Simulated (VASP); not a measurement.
# MgNiH (P4/mmm) in VASP: a series of runs

The runs below take MgNiH through single point, with LDA.

Program: VASP 6.6.1. These are calculated values, not measurements. Logs are shortened: lines on timing, memory, paths and dates and some standing lists are left out, and cuts for length are marked.

### Step 1. The cell of the first run

The structure is tetragonal, space group P4/mmm (No. 123). The conventional cell has a = 3.088 Å, b = 3.088 Å, c = 3.257 Å, α = 90.00°, β = 90.00°, γ = 90.00°. Mg (site symmetry 4/mmm) has 4 H at 2.18 Å and 8 Ni at 2.72 Å within 2.9 Å. Within 2.2 Å of Ni (site symmetry 4/mmm) lie 2 H at 1.63 Å. Within 2.2 Å of H (site symmetry 4/mmm) lie 2 Ni at 1.63 Å and 4 Mg at 2.18 Å.

### Step 2. Single point, LDA, collinear spin, ferromagnetic start

Contents of INCAR:

```
  PREC = Accurate
  ENCUT = 520
  EDIFF = 1E-6
  ISMEAR = 0
  SIGMA = 0.05
  LREAL = F
  LASPH = T
  NELM = 150
  ALGO = Normal
  ISIF = 2
  LWAVE = F
  LCHARG = T
  ISPIN = 2
  MAGMOM = 0 1.5 0
  LORBIT = 11
  LMAXMIX = 4
  LELF = T
  LVHAR = T
  NBANDS = 18
```

Contents of KPOINTS:

```
Automatic mesh
0
Gamma
  7 7 7
```

Contents of POSCAR:

```
MgNiH
1.0
    3.0881170000      0.0000000000      0.0000000000
    0.0000000000      3.0881170000      0.0000000000
    0.0000000000      0.0000000000      3.2570240000
Mg Ni H
1 1 1
Direct
    0.0000000000      0.0000000000      0.0000000000
    0.5000000000      0.5000000000      0.5000000000
    0.5000000000      0.5000000000      0.0000000000
```

Potentials or basis: VASP PAW LDA potentials, release 64 (Mg, Ni, H).

The run is started by

```console
$ cat potpaw_LDA.64/Mg/POTCAR potpaw_LDA.64/Ni/POTCAR potpaw_LDA.64/H/POTCAR > POTCAR
$ mpirun -np 1 vasp_std > vasp.out
```

OUTCAR:

```text
PREC = Accurate
   ENCUT = 520
   EDIFF = 1E-6
   ISMEAR = 0
   LREAL = F
   LASPH = T
   NELM = 150
   ISIF = 2
   ISPIN = 2
   LORBIT = 11

 ion  position               nearest neighbor table
   1  0.000  0.000  0.000-   3 2.18   3 2.18   3 2.18   3 2.18   2 2.72   2 2.72   2 2.72   2 2.72
                             2 2.72   2 2.72   2 2.72   2 2.72
   2  0.500  0.500  0.500-   3 1.63   3 1.63   1 2.72   1 2.72   1 2.72   1 2.72   1 2.72   1 2.72
                             1 2.72   1 2.72
   3  0.500  0.500  0.000-   2 1.63   2 1.63   1 2.18   1 2.18   1 2.18   1 2.18

  LATTYP: Found a simple tetragonal cell.
 ALAT       =     3.0881170000
 C/A-ratio  =     1.0546957903

  Lattice vectors:

 A1 = (   3.0881170000,   0.0000000000,   0.0000000000)
 A2 = (   0.0000000000,   3.0881170000,   0.0000000000)
 A3 = (   0.0000000000,   0.0000000000,   3.2570240000)

Analysis of symmetry for initial positions (statically):
=====================================================================
 Subroutine PRICEL returns:
 Original cell was already a primitive cell.

 Routine SETGRP: Setting up the symmetry group for a
 simple tetragonal supercell.

 Subroutine GETGRP returns: Found 16 space group operations
 (whereof 16 operations were pure point group operations)
 out of a pool of 16 trial point group operations.

The static configuration has the point symmetry D_4h.

Analysis of symmetry for dynamics (positions and initial velocities):
=====================================================================
 Subroutine PRICEL returns:
 Original cell was already a primitive cell.

 Routine SETGRP: Setting up the symmetry group for a
 simple tetragonal supercell.

 Subroutine GETGRP returns: Found 16 space group operations
 (whereof 16 operations were pure point group operations)
 out of a pool of 16 trial point group operations.

The dynamic configuration has the point symmetry D_4h.

Analysis of structural, dynamic, and magnetic symmetry:
=====================================================================
 Subroutine PRICEL returns:
 Original cell was already a primitive cell.

 Routine SETGRP: Setting up the symmetry group for a
 simple tetragonal supercell.

 Subroutine GETGRP returns: Found 16 space group operations
 (whereof 16 operations were pure point group operations)
 out of a pool of 16 trial point group operations.

The overall configuration has the point symmetry D_4h.

 Subroutine INISYM returns: Found 16 space group operations
 (whereof 16 operations are pure point group operations),
 and found     1 'primitive' translations

----------------------------------------------------------------------------------------

                                     Primitive cell

  volume of cell :      31.0605

  direct lattice vectors                    reciprocal lattice vectors
     3.088117000  0.000000000  0.000000000     0.323821928  0.000000000  0.000000000
     0.000000000  3.088117000  0.000000000     0.000000000  0.323821928  0.000000000
     0.000000000  0.000000000  3.257024000     0.000000000  0.000000000  0.307028748

  length of vectors
     3.088117000  3.088117000  3.257024000     0.323821928  0.323821928  0.307028748

  position of ions in fractional coordinates (direct lattice)
     0.000000000  0.000000000  0.000000000
     0.500000000  0.500000000  0.500000000
     0.500000000  0.500000000  0.000000000

  ion indices of the primitive-cell ions
   primitive index   ion index
                 1           1
                 2           2
                 3           3

----------------------------------------------------------------------------------------

 KPOINTS: Automatic mesh

Automatic generation of k-mesh.
 Grid dimensions read from file:
 generate k-points for:    7    7    7

 Generating k-lattice:

  Cartesian coordinates                     Fractional coordinates (reciprocal lattice)
     0.046260275  0.000000000  0.000000000     0.142857143  0.000000000  0.000000000
     0.000000000  0.046260275  0.000000000     0.000000000  0.142857143  0.000000000
     0.000000000  0.000000000  0.043861250     0.000000000  0.000000000  0.142857143

  Length of vectors
     0.046260275  0.046260275  0.043861250

  Shift w.r.t. Gamma in fractional coordinates (k-lattice)
     0.000000000  0.000000000  0.000000000

 Subroutine IBZKPT returns following result:
 ===========================================

 Found     40 irreducible k-points:

 Following reciprocal coordinates:
            Coordinates               Weight
  0.000000  0.000000  0.000000      1.000000
  0.142857  0.000000  0.000000      4.000000
  0.285714  0.000000  0.000000      4.000000
  0.428571  0.000000  0.000000      4.000000
  0.142857  0.142857  0.000000      4.000000
  0.285714  0.142857  0.000000      8.000000
[... 16 lines left out ...]
  0.285714  0.000000  0.285714      8.000000
  0.428571  0.000000  0.285714      8.000000
 [... further k-points ...]
   k-points           NKPTS =     40   k-points in BZ     NKDIM =     40   number of bands    NBANDS=     18
   number of dos      NEDOS =    301   number of ions     NIONS =      3
   total plane-waves  NPLWV =  13824
   dimension x,y,z NGX =    24 NGY =   24 NGZ =   24
   dimension x,y,z NGXF=    48 NGYF=   48 NGZF=   48
   ions per type =               1   1   1
   NGX,Y,Z   is equivalent  to a cutoff of  12.92, 12.92, 12.25 a.u.
   NGXF,Y,Z  is equivalent  to a cutoff of  25.84, 25.84, 24.50 a.u.
 SYSTEM =  unknown system
   PREC   = accura    normal or accurate (medium, high low for compatibility)
   ISTART =      0    job   : 0-new  1-cont  2-samecut
   ICHARG =      2    charge: 1-file 2-atom 10-const
   ISPIN  =      2    spin polarized calculation?
   LNONCOLLINEAR =      F non collinear calculations
   LSORBIT =      F    spin-orbit coupling
   LASPH  =      T    aspherical Exc in radial PAW
   ENCUT  =  520.0 eV  38.22 Ry    6.18 a.u.   5.74  5.74  6.06*2*pi/ulx,y,z
   NELM   =    150;   NELMIN=  2; NELMDL= -5     # of ELM steps
   EDIFF  = 0.1E-05   stopping-criterion for ELM
   LREAL  =      F    real-space projection
   EDIFFG = 0.1E-04   stopping-criterion for IOM
   NSW    =      0    number of steps for IOM
   IBRION =     -1    ionic relax: 0-MD 1-quasi-New 2-CG
   NFREE  =      0    steps in history (QN), initial steepest desc. (CG)
   ISIF   =      2    stress and relaxation
   ISYM   =      2    0-nonsym 1-usesym 2-fastsym
   POTIM  = 0.5000    time-step for ionic-motion
   TEBEG  =    0.0;   TEEND  =   0.0 temperature during run
   PSTRESS=    0.0 pullay stress
   NELECT =      13.0000    total number of electrons
   NUPDOWN=      -1.0000    fix difference up-down
   EMIN   =  10.00;   EMAX   =-10.00  energy-range for DOS
   EFERMI =   0.00;   METHOD = LEGACY
   ISMEAR =     0;   SIGMA  =   0.05  broadening in eV -4-tet -1-fermi 0-gaus
   EFERMI_NEDOS =   21; number of points for ismear=-14 and -15
   IALGO  =     38    algorithm
   IMIX   =      4    mixing-type and parameters
     AMIX     =   0.40;   BMIX     =  1.00
     AMIX_MAG =   1.60;   BMIX_MAG =  1.00
  volume/ion in A,a.u.               =      10.35        69.87
  Fermi-wavevector in a.u.,A,eV,Ry     =   1.224578  2.314117 20.403179  1.499591
  Thomas-Fermi vector in A             =   2.359647
   LORBIT       =     11    0 simple, 1 ext, 2 COOP (PROOUT), +10 PAW based schemes
   GGA     = CA    functional components
   LHFCALC =     F    Hartree Fock is set to
   AEXX    =    0.0000 exact exchange contribution
   IVDW    =     0    specifies the selected vdW correction
   LEPSILON=     F    determine dielectric tensor
   LRPA    =     F    only Hartree local field effects (RPA)
 spin polarized calculation
 Gauss-broadening in eV      SIGMA  =   0.05
  energy-cutoff  :      520.00
  volume of cell :       31.06
 maximum number of plane-waves:       844
 NGX is ok and might be reduce to    24
   NGX = 11   NGY = 11   NGZ = 13

 number of electron      13.0000012 magnetization       0.0110452

 number of electron      13.0000012 magnetization      -0.0000440

 Free energy of the ion-electron system (eV)
  ---------------------------------------------------
  ext. energy  EPLUGINS =         0.00000000
  ---------------------------------------------------
  free energy    TOTEN  =       -12.69515009 eV

  energy without entropy =      -12.69452272  energy(sigma->0) =      -12.69483640

 E-fermi :   5.4003     XC(G=0): -11.1525

 val. band max:        5.3456028390   @ k =   0.4286   0.2857   0.1429
 cond. band min:       5.4644390287   @ k =   0.2857   0.0000   0.2857
 fundamental gap:      0.1188361897
 Fermi energy:         5.4003181627

 spin component 1

 k-point     1 :       0.0000    0.0000    0.0000
  band No.  band energies     occupation
      1      -4.7027      1.00000
      2       1.5158      1.00000
      3       3.2526      1.00000
      4       3.9943      1.00000
      5       3.9943      1.00000
      6       4.4178      1.00000
[... 10 lines left out ...]
     17      25.4417      0.00000
     18      25.5354      0.00000
[... 463 lines left out ...]
 k-point    24 :       0.4286    0.0000    0.2857
  band No.  band energies     occupation
      1      -1.9087      1.00000
      2       1.8692      1.00000
      3       2.9066      1.00000
      4       3.8041      1.00000
      5       3.9225      1.00000
      6       4.0646      1.00000
[... 10 lines left out ...]
     17      23.9981      0.00000
     18      25.4662      0.00000

 [... further k-points ...]

 spin component 2

 k-point     1 :       0.0000    0.0000    0.0000
  band No.  band energies     occupation
      1      -4.7028      1.00000
      2       1.5151      1.00000
      3       3.2524      1.00000
      4       3.9939      1.00000
      5       3.9939      1.00000
      6       4.4176      1.00000
[... 10 lines left out ...]
     17      25.4413      0.00000
     18      25.5014      0.00000
[... 463 lines left out ...]
 k-point    24 :       0.4286    0.0000    0.2857
  band No.  band energies     occupation
      1      -1.9088      1.00000
      2       1.8689      1.00000
      3       2.9061      1.00000
      4       3.8037      1.00000
      5       3.9222      1.00000
      6       4.0643      1.00000
[... 10 lines left out ...]
     17      23.9980      0.00000
     18      25.4660      0.00000

 [... further k-points ...]
[... 5 lines left out ...]
  --------------------------------------------------------------------------------------
  -------------------------------------------------------------------------------------
  Total       -0.9764086     -0.9764086     -2.0863158      0.0000000      0.0000000      0.0000000
  in kB      -50.3655695    -50.3655695   -107.6173210      0.0000000      0.0000000      0.0000000
  external PRESSURE =     -69.4494867 kB  Pullay stress =       0.0000000 kB

 VOLUME and BASIS-vectors are now :
 -----------------------------------------------------------------------------
  energy-cutoff  :      520.00
  volume of cell :       31.06
      direct lattice vectors                 reciprocal lattice vectors
     3.088117000  0.000000000  0.000000000     0.323821928  0.000000000  0.000000000
     0.000000000  3.088117000  0.000000000     0.000000000  0.323821928  0.000000000
     0.000000000  0.000000000  3.257024000     0.000000000  0.000000000  0.307028748

 POSITION                                       TOTAL-FORCE (eV/Angst)
 -----------------------------------------------------------------------------------
      0.00000      0.00000      0.00000         0.000000      0.000000      0.000000
      1.54406      1.54406      1.62851         0.000000      0.000000      0.000000
      1.54406      1.54406      0.00000         0.000000      0.000000      0.000000
 -----------------------------------------------------------------------------------
    total drift:                                0.000000      0.000000     -0.000000

  FREE ENERGIE OF THE ION-ELECTRON SYSTEM (eV)
  ---------------------------------------------------
  free  energy   TOTEN  =       -12.6951500885 eV

  energy  without entropy=      -12.6945227157  energy(sigma->0) =      -12.69483640

 total charge

# of ion       s       p       d       tot
------------------------------------------
    1        0.189   0.171   0.036   0.396
    2        0.454   0.415   8.506   9.374
    3        0.535   0.030   0.000   0.565
--------------------------------------------------
tot          1.178   0.615   8.542  10.335

 magnetization (x)

# of ion       s       p       d       tot
------------------------------------------
    1        0.000  -0.000   0.000   0.000
    2       -0.000  -0.000  -0.000  -0.000
    3        0.000   0.000   0.000   0.000
--------------------------------------------------
tot          0.000  -0.000  -0.000  -0.000
```

Wall time 15 s (1 thread of Intel Xeon Platinum 8559C (Emerald Rapids), shared host); peak memory 0.16 GiB.

Results:

```yaml
Free_energy: -12.6952 eV
Pressure: -6.9 GPa
Net_moment: 0.00 μB per cell
Valence_electrons_inside_the_program's_atomic_spheres: Mg 0.40; Ni 9.37; H 0.56
```

Caveat: the starting moments collapsed, and a magnetic state may lie lower.

### Step 3. Single point, LDA, collinear spin, ferromagnetic start

Contents of INCAR:

```
SYSTEM = MgNiH
PREC = Accurate
ENCUT = 520
EDIFF = 1E-6
ISMEAR = 0
SIGMA = 0.05
LREAL = .FALSE.
LASPH = .TRUE.
NELM = 150
ALGO = Normal
ISIF = 2
LWAVE = .FALSE.
LCHARG = .FALSE.
ISPIN = 2
MAGMOM = 0 1.5 0
LORBIT = 11
LMAXMIX = 4
GGA = CA
NBANDS = 18
```

Contents of KPOINTS:

```
regular mesh
0
G
  7 7 7
  0 0 0
```

POSCAR is that of step 2.

Potentials or basis: VASP PAW LDA potentials, release 64 (Mg, Ni, H).

The run is started by

```console
$ cat potpaw_LDA.64/Mg/POTCAR potpaw_LDA.64/Ni/POTCAR potpaw_LDA.64/H/POTCAR > POTCAR
$ mpirun -np 1 vasp_std > vasp.out
```

It took 14 s on 1 thread of Intel Xeon Platinum 8559C (Emerald Rapids), shared host; peak memory 0.16 GiB.

Results (log left out):

| Property | Result |
| --- | --- |
| Free energy | -12.6952 eV |
| Pressure | -6.9 GPa |
| Net moment | 0.00 μB per cell |
| Valence electrons inside the program's atomic spheres | Mg 0.40; Ni 9.37; H 0.56 |

Stress tensor (GPa, compression positive):
```
 -5.04   0.00   0.00
  0.00  -5.04   0.00
  0.00   0.00 -10.76
```

Levels at points of the mesh, in eV from the Fermi level:
Spin up:
| k point | band 2 | band 3 | band 4 | band 5 | band 6 | band 7 | band 8 | band 9 | band 10 | band 11 |
| --- | --- | --- | --- | --- | --- | --- | --- | --- | --- | --- |
| (0.00, 0.00, 0.00) | -3.88 | -2.15 | -1.41 | -1.41 | -0.98 | 4.78 | 5.25 | 6.29 | 6.29 | 8.30 |
Spin down:
| k point | band 2 | band 3 | band 4 | band 5 | band 6 | band 7 | band 8 | band 9 | band 10 | band 11 |
| --- | --- | --- | --- | --- | --- | --- | --- | --- | --- | --- |
| (0.00, 0.00, 0.00) | -3.89 | -2.15 | -1.41 | -1.41 | -0.98 | 4.78 | 5.25 | 6.29 | 6.29 | 8.30 |

Caveat: the starting moments collapsed, and a magnetic state may lie lower.
